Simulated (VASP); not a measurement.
# GaN (Fm-3m) in VASP: notebook

Aim: see how the results for GaN move with the level of theory and the settings. Levels: HSE06, PBE0, PBE. Tasks: single point.

All numbers are computed with VASP 6.6.1; they aren't measurements. Logs are shortened: lines on timing, memory, paths and dates and some standing lists are left out, and cuts for length are marked.

## (1) The cell of the first run

The structure is cubic, space group Fm-3m (No. 225). The conventional cell has a = 4.270 Å, b = 4.270 Å, c = 4.270 Å, α = 90.00°, β = 90.00°, γ = 90.00°. Ga (site symmetry m-3m) has 6 N at 2.14 Å within 2.8 Å. N (site symmetry m-3m) has 6 Ga at 2.14 Å within 2.8 Å.

## (2) Single point, HSE06

File POSCAR:

```
GaN
1.0
    0.0000000000      2.1352350000      2.1352350000
    2.1352350000      0.0000000000      2.1352350000
    2.1352350000      2.1352350000      0.0000000000
Ga N
1 1
Direct
    0.0000000000      0.0000000000      0.0000000000
    0.5000000000      0.5000000000      0.5000000000
```

File INCAR.step1:

```
SYSTEM = GaN
  PREC = Accurate
  ENCUT = 520
  EDIFF = 1E-5
  ISMEAR = -1
  SIGMA = 0.05
  LREAL = .False.
  LASPH = .True.
  NELM = 100
  ALGO = Normal
  ISIF = 2
  LWAVE = .True.
  LCHARG = .False.
  NBANDS = 16
  GGA = PE
```

File INCAR.step2:

```
SYSTEM = GaN
  PREC = Accurate
  ENCUT = 520
  EDIFF = 1E-6
  ISMEAR = -1
  SIGMA = 0.05
  LREAL = .False.
  LASPH = .True.
  NELM = 100
  ALGO = Normal
  ISIF = 2
  LWAVE = .False.
  LCHARG = .False.
  GGA = PE
  LHFCALC = .True.
  HFSCREEN = 0.2079
  PRECFOCK = Normal
  NBANDS = 16
  ISTART = 1
```

File KPOINTS:

```
regular mesh
0
Gamma
  6 6 6
  0 0 0
```

Potentials or basis: VASP PAW PBE potentials, release 64 (Ga_d, N).

Started as:

```bash
> cat potpaw_PBE.64/Ga_d/POTCAR potpaw_PBE.64/N/POTCAR > POTCAR
> cp INCAR.step1 INCAR
> mpirun -np 1 vasp_std > vasp.out
> cp INCAR.step2 INCAR
> mpirun -np 1 vasp_std > vasp.out
```

OUTCAR:

```text
SYSTEM = GaN
   PREC = Accurate
   ENCUT = 520
   EDIFF = 1E-6
   ISMEAR = -1
   LREAL = .False.
   LASPH = .True.
   NELM = 100
   ISIF = 2
   GGA = PE
   LHFCALC = .True.
   HFSCREEN = 0.2079
   PRECFOCK = Normal
   ISTART = 1

 ion  position               nearest neighbor table
   1  0.000  0.000  0.000-   2 2.14   2 2.14   2 2.14   2 2.14   2 2.14   2 2.14
   2  0.500  0.500  0.500-   1 2.14   1 2.14   1 2.14   1 2.14   1 2.14   1 2.14

  LATTYP: Found a face centered cubic cell.
 ALAT       =     4.2704700000

  Lattice vectors:

 A1 = (   0.0000000000,   2.1352350000,   2.1352350000)
 A2 = (   2.1352350000,   0.0000000000,   2.1352350000)
 A3 = (   2.1352350000,   2.1352350000,   0.0000000000)

Analysis of symmetry for initial positions (statically):
=====================================================================
 Subroutine PRICEL returns:
 Original cell was already a primitive cell.

 Routine SETGRP: Setting up the symmetry group for a
 face centered cubic supercell.

 Subroutine GETGRP returns: Found 48 space group operations
 (whereof 48 operations were pure point group operations)
 out of a pool of 48 trial point group operations.

The static configuration has the point symmetry O_h .

Analysis of symmetry for dynamics (positions and initial velocities):
=====================================================================
 Subroutine PRICEL returns:
 Original cell was already a primitive cell.

 Routine SETGRP: Setting up the symmetry group for a
 face centered cubic supercell.

 Subroutine GETGRP returns: Found 48 space group operations
 (whereof 48 operations were pure point group operations)
 out of a pool of 48 trial point group operations.

The dynamic configuration has the point symmetry O_h .

 Subroutine INISYM returns: Found 48 space group operations
 (whereof 48 operations are pure point group operations),
 and found     1 'primitive' translations

----------------------------------------------------------------------------------------

                                     Primitive cell

  volume of cell :      19.4700

  direct lattice vectors                    reciprocal lattice vectors
     0.000000000  2.135235000  2.135235000    -0.234166263  0.234166263  0.234166263
     2.135235000  0.000000000  2.135235000     0.234166263 -0.234166263  0.234166263
     2.135235000  2.135235000  0.000000000     0.234166263  0.234166263 -0.234166263

  length of vectors
     3.019678296  3.019678296  3.019678296     0.405587864  0.405587864  0.405587864

  position of ions in fractional coordinates (direct lattice)
     0.000000000  0.000000000  0.000000000
     0.500000000  0.500000000  0.500000000

  ion indices of the primitive-cell ions
   primitive index   ion index
                 1           1
                 2           2

----------------------------------------------------------------------------------------

 KPOINTS: regular mesh

Automatic generation of k-mesh.
 Grid dimensions read from file:
 generate k-points for:    6    6    6

 Generating k-lattice:

  Cartesian coordinates                     Fractional coordinates (reciprocal lattice)
    -0.039027710  0.039027710  0.039027710     0.166666667  0.000000000  0.000000000
     0.039027710 -0.039027710  0.039027710     0.000000000  0.166666667  0.000000000
     0.039027710  0.039027710 -0.039027710     0.000000000  0.000000000  0.166666667

  Length of vectors
     0.067597977  0.067597977  0.067597977

  Shift w.r.t. Gamma in fractional coordinates (k-lattice)
     0.000000000  0.000000000  0.000000000

 Subroutine IBZKPT returns following result:
 ===========================================

 Found     16 irreducible k-points:

 Following reciprocal coordinates:
            Coordinates               Weight
  0.000000  0.000000  0.000000      1.000000
  0.166667  0.000000  0.000000      8.000000
  0.333333  0.000000  0.000000      8.000000
  0.500000  0.000000  0.000000      4.000000
  0.166667  0.166667  0.000000      6.000000
  0.333333  0.166667  0.000000     24.000000
[... 8 lines left out ...]
 -0.333333  0.333333  0.166667     24.000000
 -0.333333  0.500000  0.166667     12.000000
   k-points           NKPTS =     16   k-points in BZ     NKDIM =    216   number of bands    NBANDS=     16
   number of dos      NEDOS =    301   number of ions     NIONS =      2
   total plane-waves  NPLWV =  13824
   dimension x,y,z NGX =    24 NGY =   24 NGZ =   24
   dimension x,y,z NGXF=    48 NGYF=   48 NGZF=   48
   ions per type =               1   1
   NGX,Y,Z   is equivalent  to a cutoff of  13.21, 13.21, 13.21 a.u.
   NGXF,Y,Z  is equivalent  to a cutoff of  26.43, 26.43, 26.43 a.u.
 SYSTEM =  GaN
   PREC   = accura    normal or accurate (medium, high low for compatibility)
   ISTART =      1    job   : 0-new  1-cont  2-samecut
   ICHARG =      0    charge: 1-file 2-atom 10-const
   ISPIN  =      1    spin polarized calculation?
   LNONCOLLINEAR =      F non collinear calculations
   LSORBIT =      F    spin-orbit coupling
   LASPH  =      T    aspherical Exc in radial PAW
   ENCUT  =  520.0 eV  38.22 Ry    6.18 a.u.   5.61  5.61  5.61*2*pi/ulx,y,z
   NELM   =    100;   NELMIN=  2; NELMDL=  0     # of ELM steps
   EDIFF  = 0.1E-05   stopping-criterion for ELM
   LREAL  =      F    real-space projection
   EDIFFG = 0.1E-04   stopping-criterion for IOM
   NSW    =      0    number of steps for IOM
   IBRION =     -1    ionic relax: 0-MD 1-quasi-New 2-CG
   NFREE  =      0    steps in history (QN), initial steepest desc. (CG)
   ISIF   =      2    stress and relaxation
   ISYM   =      3    0-nonsym 1-usesym 2-fastsym
   POTIM  = 0.5000    time-step for ionic-motion
   TEBEG  =    0.0;   TEEND  =   0.0 temperature during run
   PSTRESS=    0.0 pullay stress
   NELECT =      18.0000    total number of electrons
   NUPDOWN=      -1.0000    fix difference up-down
   EMIN   =  10.00;   EMAX   =-10.00  energy-range for DOS
   EFERMI =   0.00;   METHOD = LEGACY
   ISMEAR =    -1;   SIGMA  =   0.05  broadening in eV -4-tet -1-fermi 0-gaus
   EFERMI_NEDOS =   21; number of points for ismear=-14 and -15
   IALGO  =     38    algorithm
   IMIX   =      1    mixing-type and parameters
     AMIX     =   0.40;   BMIX     =  1.00
     AMIX_MAG =   1.60;   BMIX_MAG =  1.00
  volume/ion in A,a.u.               =       9.74        65.70
  Fermi-wavevector in a.u.,A,eV,Ry     =   1.594814  3.013761 34.605481  2.543431
  Thomas-Fermi vector in A             =   2.692830
   LORBIT       =      0    0 simple, 1 ext, 2 COOP (PROOUT), +10 PAW based schemes
   GGA     = PE    functional components
   LHFCALC =     T    Hartree Fock is set to
   PRECFOCK=normal    Normal, Fast or Accurate (Low or Medium for compatibility)
   ENCUT4O =  -1.0   cutoff for four orbital integrals eV
   NKREDX  =     1    reduce k-point grid by
   NKREDY  =     1    reduce k-point grid by
   NKREDZ  =     1    reduce k-point grid by
   AEXX    =    0.2500 exact exchange contribution
   HFSCREEN=    0.2079 screening length (either q_TF or 0.3 A-1)
   HFSCREENC=   0.2079 screening length for correlation (either q_TF or 0.3 A-1)
   ENCUTFOCK=  -1.0 apply spherical cutoff to Coloumb kernel
   IVDW    =     0    specifies the selected vdW correction
   LEPSILON=     F    determine dielectric tensor
   LRPA    =     F    only Hartree local field effects (RPA)
 non-spin polarized calculation
  energy-cutoff  :      520.00
  volume of cell :       19.47
 maximum number of plane-waves:       544
 NGX is ok and might be reduce to    24
  NGX = 18; NGY = 18; NGZ = 18

 number of electron      18.0000005 magnetization

 Free energy of the ion-electron system (eV)
  ---------------------------------------------------
  ext. energy  EPLUGINS =         0.00000000
  ---------------------------------------------------
  free energy    TOTEN  =       -13.75815186 eV

  energy without entropy =      -13.75815185  energy(sigma->0) =      -13.75815186

 E-fermi :   7.6311     XC(G=0): -10.5179

 val. band max:        6.7930450871   @ k =  -0.1667   0.1667   0.0000
 cond. band min:       8.3983922082   @ k =   0.5000   0.5000   0.0000
 fundamental gap:      1.6053471211
 Fermi energy:         7.6310648794

 k-point     1 :       0.0000    0.0000    0.0000
  band No.  band energies     occupation
      1     -11.8426      2.00000
      2      -9.5278      2.00000
      3      -9.5278      2.00000
      4      -9.5278      2.00000
      5      -9.4951      2.00000
      6      -9.4951      2.00000
[... 8 lines left out ...]
     15      24.2042      0.00000
     16      24.2042      0.00000

 k-point     2 :       0.1667    0.0000    0.0000
  band No.  band energies     occupation
      1     -11.2943      2.00000
      2      -9.5521      2.00000
      3      -9.5521      2.00000
      4      -9.5405      2.00000
      5      -9.4757      2.00000
      6      -9.4757      2.00000
[... 8 lines left out ...]
     15      24.6561      0.00000
     16      24.6561      0.00000

 k-point     3 :       0.3333    0.0000    0.0000
  band No.  band energies     occupation
      1      -9.9448      2.00000
      2      -9.6496      2.00000
      3      -9.6496      2.00000
      4      -9.4788      2.00000
      5      -9.3860      2.00000
      6      -9.3860      2.00000
[... 8 lines left out ...]
     15      27.7256      0.00000
     16      27.7256      0.00000

 k-point     4 :       0.5000    0.0000    0.0000
  band No.  band energies     occupation
      1      -9.6983      2.00000
      2      -9.6983      2.00000
      3      -9.6647      2.00000
      4      -9.3402      2.00000
      5      -9.3402      2.00000
      6      -8.6830      2.00000
[... 8 lines left out ...]
     15      31.3804      0.00000
     16      31.3804      0.00000
[... 172 lines left out ...]
 k-point    14 :       0.5000    0.3333    0.1667
  band No.  band energies     occupation
      1     -10.5025      2.00000
      2      -9.5812      2.00000
      3      -9.5631      2.00000
      4      -9.4289      2.00000
      5      -9.3550      2.00000
      6      -7.7342      2.00000
[... 8 lines left out ...]
     15      30.1811      0.00000
     16      32.5396      0.00000

 k-point    15 :      -0.3333    0.3333    0.1667
  band No.  band energies     occupation
      1     -10.4960      2.00000
      2      -9.6003      2.00000
      3      -9.5210      2.00000
      4      -9.4903      2.00000
      5      -9.3152      2.00000
      6      -6.7619      2.00000
[... 8 lines left out ...]
     15      27.0033      0.00000
     16      34.2029      0.00000

 k-point    16 :      -0.3333    0.5000    0.1667
  band No.  band energies     occupation
      1     -10.7264      2.00000
      2      -9.6020      2.00000
      3      -9.5060      2.00000
      4      -9.4069      2.00000
      5      -9.2837      2.00000
      6      -6.0762      2.00000
[... 8 lines left out ...]
     15      30.0333      0.00000
     16      35.8441      0.00000

------------------------ aborting loop because EDIFF is reached ----------------------------------------

  FORCE on cell =-STRESS in cart. coord.  units (eV):
  Direction    XX          YY          ZZ          XY          YZ          ZX
  --------------------------------------------------------------------------------------
  -------------------------------------------------------------------------------------
  Total       -1.0918020     -1.0918020     -1.0918020      0.0000000      0.0000000     -0.0000000
  in kB      -89.8436633    -89.8436633    -89.8436633      0.0000000      0.0000000     -0.0000000
  external PRESSURE =     -89.8436633 kB  Pullay stress =       0.0000000 kB

 VOLUME and BASIS-vectors are now :
 -----------------------------------------------------------------------------
  energy-cutoff  :      520.00
  volume of cell :       19.47
      direct lattice vectors                 reciprocal lattice vectors
     0.000000000  2.135235000  2.135235000    -0.234166263  0.234166263  0.234166263
     2.135235000  0.000000000  2.135235000     0.234166263 -0.234166263  0.234166263
     2.135235000  2.135235000  0.000000000     0.234166263  0.234166263 -0.234166263

 POSITION                                       TOTAL-FORCE (eV/Angst)
 -----------------------------------------------------------------------------------
      0.00000      0.00000      0.00000         0.000000     -0.000000     -0.000000
      2.13524      2.13524      2.13524        -0.000000      0.000000      0.000000
 -----------------------------------------------------------------------------------
    total drift:                               -0.000000      0.000000      0.000000

  FREE ENERGIE OF THE ION-ELECTRON SYSTEM (eV)
  ---------------------------------------------------
  free  energy   TOTEN  =       -13.7581518625 eV

  energy  without entropy=      -13.7581518523  energy(sigma->0) =      -13.75815186
```

It took 60 min on 1 thread of Intel Xeon 8259CL, shared host; peak memory 0.25 GiB.

Results:

* Free energy: -13.7582 eV
* Pressure: -9.0 GPa
* Band gap on the k mesh: 1.61 eV (least direct gap 3.63 eV)

Levels at points of the mesh, in eV from the valence-band top:
```tsv
k point	band 6	band 7	band 8	band 9	band 10	band 11	band 12	band 13
(0.00, 0.00, 0.00)	-16.29	-0.50	-0.50	-0.50	3.13	15.91	15.91	15.91
(0.50, 0.00, 0.00)	-15.48	-8.77	-0.23	-0.23	5.77	10.38	10.38	11.05
(0.50, 0.50, 0.00)	-12.71	-7.48	-3.17	-3.17	1.61	8.87	13.63	16.21
```

Caveat: the k points lie up to 0.42 Å⁻¹ apart; the PAW data sets were made with another functional, which shifts forces and pressure a little. A k mesh can miss the band edges.

## (3) Single point, PBE0

POSCAR is that of step 2.

File INCAR.step1:

```
SYSTEM = GaN
ALGO = Normal
EDIFF = 1E-5
ENCUT = 520
GGA = PE
ISIF = 2
ISMEAR = -1
LASPH = .TRUE.
LREAL = .FALSE.
LWAVE = .TRUE.
NBANDS = 16
NELM = 100
PREC = Accurate
SIGMA = 0.05
```

File INCAR.step2:

```
SYSTEM = GaN
AEXX = 0.25
ALGO = Normal
EDIFF = 1E-6
ENCUT = 520
GGA = PE
ISIF = 2
ISMEAR = -1
ISTART = 1
LASPH = .TRUE.
LCHARG = .TRUE.
LELF = .TRUE.
LHFCALC = .TRUE.
LREAL = .FALSE.
LVHAR = .TRUE.
LWAVE = .FALSE.
NBANDS = 16
NELM = 100
PREC = Accurate
PRECFOCK = Normal
SIGMA = 0.05
```

File KPOINTS:

```
k-points
0
G
  6 6 6
  0 0 0
```

Potentials or basis: VASP PAW PBE potentials, release 64 (Ga_d, N).

Started as:

```bash
> cat potpaw_PBE.64/Ga_d/POTCAR potpaw_PBE.64/N/POTCAR > POTCAR
> cp INCAR.step1 INCAR
> mpirun -np 1 vasp_std > vasp.out
> cp INCAR.step2 INCAR
> mpirun -np 1 vasp_std > vasp.out
```

Run time: 37 min. Hardware: 1 thread of Intel Xeon 8259CL, shared host; peak memory 0.15 GiB.

Results (log left out):

| Item | Value |
| --- | --- |
| Free energy | -14.6799 eV |
| Pressure | -9.3 GPa |
| Band gap on the k mesh | 2.33 eV (least direct gap 4.36 eV) |

Levels at points of the mesh, in eV from the valence-band top:
| k point | band 5 | band 6 | band 7 | band 8 | band 9 | band 10 | band 11 | band 12 | band 13 | band 14 |
| --- | --- | --- | --- | --- | --- | --- | --- | --- | --- | --- |
| (0.00, 0.00, 0.00) | -16.32 | -16.32 | -0.50 | -0.50 | -0.50 | 3.86 | 16.70 | 16.70 | 16.70 | 18.19 |
| (0.50, 0.00, 0.00) | -16.16 | -15.51 | -8.82 | -0.22 | -0.22 | 6.52 | 11.15 | 11.15 | 11.83 | 18.47 |
| (0.50, 0.50, 0.00) | -16.10 | -12.74 | -7.52 | -3.18 | -3.18 | 2.33 | 9.64 | 14.41 | 16.99 | 16.99 |

Caveat: the k points lie up to 0.42 Å⁻¹ apart; the PAW data sets were made with another functional, which shifts forces and pressure a little. A k mesh can miss the band edges.

(Continued in part 2 of 2.)
